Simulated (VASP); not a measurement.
# Ga2P (P6_3/mmc) in VASP: further runs

The runs below take Ga2P through single point, relaxation of cell and atoms, with PBE.

Program: VASP 6.6.1. These are calculated values, not measurements. Logs are shortened: lines on timing, memory, paths and dates and some standing lists are left out, and cuts for length are marked.

## (1) The cell of the first run

It takes space group P6_3/mmc (No. 194, hexagonal). The conventional cell has a = 2.854 Å, b = 2.854 Å, c = 15.412 Å, α = 90.00°, β = 90.00°, γ = 120.00°. Within 3.8 Å of Ga (site symmetry 3m) lie 7 Ga at 2.85 to 2.95 Å and 3 P at 2.89 Å. P (site symmetry -3m) has 6 P at 2.85 Å and 6 Ga at 2.89 Å within 3.8 Å.

## (2) Single point, PBE

Input file INCAR:

```
PREC = Accurate ; ENCUT = 520
EDIFF = 1E-6 ; ISMEAR = 0
SIGMA = 0.1 ; LREAL = False
LASPH = True ; NELM = 80
ALGO = Normal ; ISIF = 2
LWAVE = False ; LCHARG = True
GGA = PE ; LELF = True
LVHAR = True ; NBANDS = 40
```

Input file KPOINTS:

```
regular mesh
0
Gamma
  12 12 2
```

Input file POSCAR:

```
Ga2P
1.0
    2.8537923842      0.0000000000      0.0000000000
   -1.4268961921      2.4714567018      0.0000000000
    0.0000000000      0.0000000000     15.4122240855
Ga P
4 2
Direct
    0.3333333333      0.6666666667      0.8458218520
    0.3333333333      0.6666666667      0.6541781480
    0.6666666667      0.3333333333      0.1541781480
    0.6666666667      0.3333333333      0.3458218520
    0.0000000000      0.0000000000      0.0000000000
    0.0000000000      0.0000000000      0.5000000000
```

Potentials or basis: VASP PAW PBE potentials, release 64 (Ga_d, P).

The run is started by

```bash
> cat potpaw_PBE.64/Ga_d/POTCAR potpaw_PBE.64/P/POTCAR > POTCAR
> mpirun -np 1 vasp_std > vasp.out
```

OUTCAR:

```text
PREC = Accurate
   ENCUT = 520
   EDIFF = 1E-6
   ISMEAR = 0
   LREAL = False
   LASPH = True
   NELM = 80
   ISIF = 2
   GGA = PE

 ion  position               nearest neighbor table
   1  0.333  0.667  0.846-   5 2.89   5 2.89   5 2.89
   2  0.333  0.667  0.654-   6 2.89   6 2.89   6 2.89
   3  0.667  0.333  0.154-   5 2.89   5 2.89   5 2.89
   4  0.667  0.333  0.346-   6 2.89   6 2.89   6 2.89
   5  0.000  0.000  0.000-   1 2.89   3 2.89   1 2.89   3 2.89   3 2.89   1 2.89
   6  0.000  0.000  0.500-   2 2.89   4 2.89   2 2.89   4 2.89   4 2.89   2 2.89

  LATTYP: Found a hexagonal cell.
 ALAT       =     2.8537923842
 C/A-ratio  =     5.4006115409

  Lattice vectors:

 A1 = (   2.8537923842,   0.0000000000,   0.0000000000)
 A2 = (  -1.4268961921,   2.4714567018,   0.0000000000)
 A3 = (   0.0000000000,   0.0000000000,  15.4122240855)

Analysis of symmetry for initial positions (statically):
=====================================================================
 Subroutine PRICEL returns:
 Original cell was already a primitive cell.

 Routine SETGRP: Setting up the symmetry group for a
 hexagonal supercell.

 Subroutine GETGRP returns: Found 24 space group operations
 (whereof 12 operations were pure point group operations)
 out of a pool of 24 trial point group operations.

The static configuration has the point symmetry D_3d.
 The point group associated with its full space group is D_6h.

Analysis of symmetry for dynamics (positions and initial velocities):
=====================================================================
 Subroutine PRICEL returns:
 Original cell was already a primitive cell.

 Routine SETGRP: Setting up the symmetry group for a
 hexagonal supercell.

 Subroutine GETGRP returns: Found 24 space group operations
 (whereof 12 operations were pure point group operations)
 out of a pool of 24 trial point group operations.

The dynamic configuration has the point symmetry D_3d.
 The point group associated with its full space group is D_6h.

 Subroutine INISYM returns: Found 24 space group operations
 (whereof 12 operations are pure point group operations),
 and found     1 'primitive' translations

----------------------------------------------------------------------------------------

                                     Primitive cell

  volume of cell :     108.7028

  direct lattice vectors                    reciprocal lattice vectors
     2.853792384  0.000000000  0.000000000     0.350410915  0.202309836  0.000000000
    -1.426896192  2.471456702  0.000000000     0.000000000  0.404619672  0.000000000
     0.000000000  0.000000000 15.412224086     0.000000000  0.000000000  0.064883562

  length of vectors
     2.853792384  2.853792384 15.412224086     0.404619672  0.404619672  0.064883562

  position of ions in fractional coordinates (direct lattice)
     0.333333333  0.666666667  0.845821852
     0.333333333  0.666666667  0.654178148
     0.666666667  0.333333333  0.154178148
     0.666666667  0.333333333  0.345821852
     0.000000000  0.000000000  0.000000000
     0.000000000  0.000000000  0.500000000

  ion indices of the primitive-cell ions
   primitive index   ion index
                 1           1
                 2           2
                 3           3
                 4           4
                 5           5
                 6           6

----------------------------------------------------------------------------------------

 KPOINTS: regular mesh

Automatic generation of k-mesh.
 Grid dimensions read from file:
 generate k-points for:   12   12    2

 Generating k-lattice:

  Cartesian coordinates                     Fractional coordinates (reciprocal lattice)
     0.029200910  0.016859153  0.000000000     0.083333333  0.000000000  0.000000000
     0.000000000  0.033718306  0.000000000     0.000000000  0.083333333  0.000000000
     0.000000000  0.000000000  0.032441781     0.000000000  0.000000000  0.500000000

  Length of vectors
     0.033718306  0.033718306  0.032441781

  Shift w.r.t. Gamma in fractional coordinates (k-lattice)
     0.000000000  0.000000000  0.000000000

 Subroutine IBZKPT returns following result:
 ===========================================

 Found     38 irreducible k-points:

 Following reciprocal coordinates:
            Coordinates               Weight
  0.000000  0.000000  0.000000      1.000000
  0.083333 -0.000000  0.000000      6.000000
  0.166667 -0.000000  0.000000      6.000000
  0.250000 -0.000000  0.000000      6.000000
  0.333333  0.000000  0.000000      6.000000
  0.416667 -0.000000  0.000000      6.000000
[... 16 lines left out ...]
  0.250000 -0.000000  0.500000      6.000000
  0.333333  0.000000  0.500000      6.000000
 [... further k-points ...]
   k-points           NKPTS =     38   k-points in BZ     NKDIM =     38   number of bands    NBANDS=     40
   number of dos      NEDOS =    301   number of ions     NIONS =      6
   total plane-waves  NPLWV =  69120
   dimension x,y,z NGX =    24 NGY =   24 NGZ =  120
   dimension x,y,z NGXF=    48 NGYF=   48 NGZF=  240
   ions per type =               4   2
   NGX,Y,Z   is equivalent  to a cutoff of  13.98, 13.98, 12.94 a.u.
   NGXF,Y,Z  is equivalent  to a cutoff of  27.96, 27.96, 25.89 a.u.
 SYSTEM =  unknown system
   PREC   = accura    normal or accurate (medium, high low for compatibility)
   ISTART =      0    job   : 0-new  1-cont  2-samecut
   ICHARG =      2    charge: 1-file 2-atom 10-const
   ISPIN  =      1    spin polarized calculation?
   LNONCOLLINEAR =      F non collinear calculations
   LSORBIT =      F    spin-orbit coupling
   LASPH  =      T    aspherical Exc in radial PAW
   ENCUT  =  520.0 eV  38.22 Ry    6.18 a.u.   5.31  5.31 28.66*2*pi/ulx,y,z
   NELM   =     80;   NELMIN=  2; NELMDL= -5     # of ELM steps
   EDIFF  = 0.1E-05   stopping-criterion for ELM
   LREAL  =      F    real-space projection
   EDIFFG = 0.1E-04   stopping-criterion for IOM
   NSW    =      0    number of steps for IOM
   IBRION =     -1    ionic relax: 0-MD 1-quasi-New 2-CG
   NFREE  =      0    steps in history (QN), initial steepest desc. (CG)
   ISIF   =      2    stress and relaxation
   ISYM   =      2    0-nonsym 1-usesym 2-fastsym
   POTIM  = 0.5000    time-step for ionic-motion
   TEBEG  =    0.0;   TEEND  =   0.0 temperature during run
   PSTRESS=    0.0 pullay stress
   NELECT =      62.0000    total number of electrons
   NUPDOWN=      -1.0000    fix difference up-down
   EMIN   =  10.00;   EMAX   =-10.00  energy-range for DOS
   EFERMI =   0.00;   METHOD = LEGACY
   ISMEAR =     0;   SIGMA  =   0.10  broadening in eV -4-tet -1-fermi 0-gaus
   EFERMI_NEDOS =   21; number of points for ismear=-14 and -15
   IALGO  =     38    algorithm
   IMIX   =      4    mixing-type and parameters
     AMIX     =   0.40;   BMIX     =  1.00
     AMIX_MAG =   1.60;   BMIX_MAG =  1.00
  volume/ion in A,a.u.               =      18.12       122.26
  Fermi-wavevector in a.u.,A,eV,Ry     =   1.357663  2.565610 25.078905  1.843248
  Thomas-Fermi vector in A             =   2.484562
   LORBIT       =      0    0 simple, 1 ext, 2 COOP (PROOUT), +10 PAW based schemes
   GGA     = PE    functional components
   LHFCALC =     F    Hartree Fock is set to
   AEXX    =    0.0000 exact exchange contribution
   IVDW    =     0    specifies the selected vdW correction
   LEPSILON=     F    determine dielectric tensor
   LRPA    =     F    only Hartree local field effects (RPA)
 non-spin polarized calculation
 Gauss-broadening in eV      SIGMA  =   0.10
  energy-cutoff  :      520.00
  volume of cell :      108.70
 maximum number of plane-waves:      2956
 NGX is ok and might be reduce to    24
   NGX = 11   NGY = 11   NGZ = 57

 number of electron      62.0000008 magnetization

 Free energy of the ion-electron system (eV)
  ---------------------------------------------------
  ext. energy  EPLUGINS =         0.00000000
  ---------------------------------------------------
  free energy    TOTEN  =       -20.85795239 eV

  energy without entropy =      -20.85181572  energy(sigma->0) =      -20.85488405

 E-fermi :   6.3067     XC(G=0): -10.9297

 val. band max:        6.2138089847   @ k =   0.4167   0.0833   0.0000
 cond. band min:       6.3619714111   @ k =   0.3333   0.3333   0.5000
 fundamental gap:      0.1481624264
 Fermi energy:         6.3066502067

 k-point     1 :       0.0000    0.0000    0.0000
  band No.  band energies     occupation
      1      -8.8096      2.00000
      2      -8.7870      2.00000
      3      -8.7271      2.00000
      4      -8.7087      2.00000
      5      -8.6526      2.00000
      6      -8.6526      2.00000
[... 32 lines left out ...]
     39      16.9369      0.00000
     40      17.0870      0.00000

 k-point     2 :       0.0833   -0.0000    0.0000
  band No.  band energies     occupation
      1      -8.7953      2.00000
      2      -8.7738      2.00000
      3      -8.7116      2.00000
      4      -8.6943      2.00000
      5      -8.6587      2.00000
      6      -8.6583      2.00000
[... 32 lines left out ...]
     39      16.5723      0.00000
     40      17.1196      0.00000

 k-point     3 :       0.1667   -0.0000    0.0000
  band No.  band energies     occupation
      1      -8.7649      2.00000
      2      -8.7499      2.00000
      3      -8.7010      2.00000
      4      -8.6965      2.00000
      5      -8.6698      2.00000
      6      -8.6645      2.00000
[... 32 lines left out ...]
     39      14.9074      0.00000
     40      15.2840      0.00000

 k-point     4 :       0.2500   -0.0000    0.0000
  band No.  band energies     occupation
      1      -8.7608      2.00000
      2      -8.7575      2.00000
      3      -8.7307      2.00000
      4      -8.7300      2.00000
      5      -8.6555      2.00000
      6      -8.6388      2.00000
[... 32 lines left out ...]
     39      12.4671      0.00000
     40      14.1523      0.00000
[... 772 lines left out ...]
     39      14.7464      0.00000
     40      14.7464      0.00000

 k-point    23 :       0.2500   -0.0000    0.5000
  band No.  band energies     occupation
      1      -8.7591      2.00000
      2      -8.7591      2.00000
      3      -8.7304      2.00000
      4      -8.7304      2.00000
      5      -8.6476      2.00000
      6      -8.6476      2.00000
[... 32 lines left out ...]
     39      13.4976      0.00000
     40      13.4976      0.00000

 k-point    24 :       0.3333    0.0000    0.5000
  band No.  band energies     occupation
      1      -8.7875      2.00000
      2      -8.7875      2.00000
      3      -8.7668      2.00000
      4      -8.7668      2.00000
      5      -8.6712      2.00000
      6      -8.6712      2.00000
[... 32 lines left out ...]
     39      12.6799      0.00000
     40      12.6799      0.00000

 [... further k-points ...]

------------------------ aborting loop because EDIFF is reached ----------------------------------------

  FORCE on cell =-STRESS in cart. coord.  units (eV):
  Direction    XX          YY          ZZ          XY          YZ          ZX
  --------------------------------------------------------------------------------------
  -------------------------------------------------------------------------------------
  Total        0.0181827      0.0181827      0.0021770     -0.0000000      0.0000000     -0.0000000
  in kB        0.2679963      0.2679963      0.0320864     -0.0000000      0.0000000     -0.0000000
  external PRESSURE =       0.1893597 kB  Pullay stress =       0.0000000 kB

 VOLUME and BASIS-vectors are now :
 -----------------------------------------------------------------------------
  energy-cutoff  :      520.00
  volume of cell :      108.70
      direct lattice vectors                 reciprocal lattice vectors
     2.853792384  0.000000000  0.000000000     0.350410915  0.202309836  0.000000000
    -1.426896192  2.471456702  0.000000000     0.000000000  0.404619672  0.000000000
     0.000000000  0.000000000 15.412224086     0.000000000  0.000000000  0.064883562

 POSITION                                       TOTAL-FORCE (eV/Angst)
 -----------------------------------------------------------------------------------
     -0.00000      1.64764     13.03600        -0.000000     -0.000000     -0.001820
     -0.00000      1.64764     10.08234        -0.000000     -0.000000      0.001820
      1.42690      0.82382      2.37623         0.000000      0.000000      0.001820
      1.42690      0.82382      5.32988         0.000000      0.000000     -0.001820
      0.00000      0.00000      0.00000        -0.000000      0.000000      0.000000
      0.00000      0.00000      7.70611        -0.000000      0.000000      0.000000
 -----------------------------------------------------------------------------------
    total drift:                               -0.000000      0.000000      0.000000

  FREE ENERGIE OF THE ION-ELECTRON SYSTEM (eV)
  ---------------------------------------------------
  free  energy   TOTEN  =       -20.8579523892 eV

  energy  without entropy=      -20.8518157171  energy(sigma->0) =      -20.85488405
```

It took 2.9 min on 1 thread of AMD EPYC 9R45 (Zen 5), shared host; peak memory 0.28 GiB.

Results:

| Item | Value |
| --- | --- |
| Free energy | -20.8580 eV |
| Pressure | 0.0 GPa |
| Band gap on the k mesh | zero (band 31 reaches 11.14 eV, above the bottom of band 32 at 4.43 eV) |

(Part 1 of 2 ends here.)
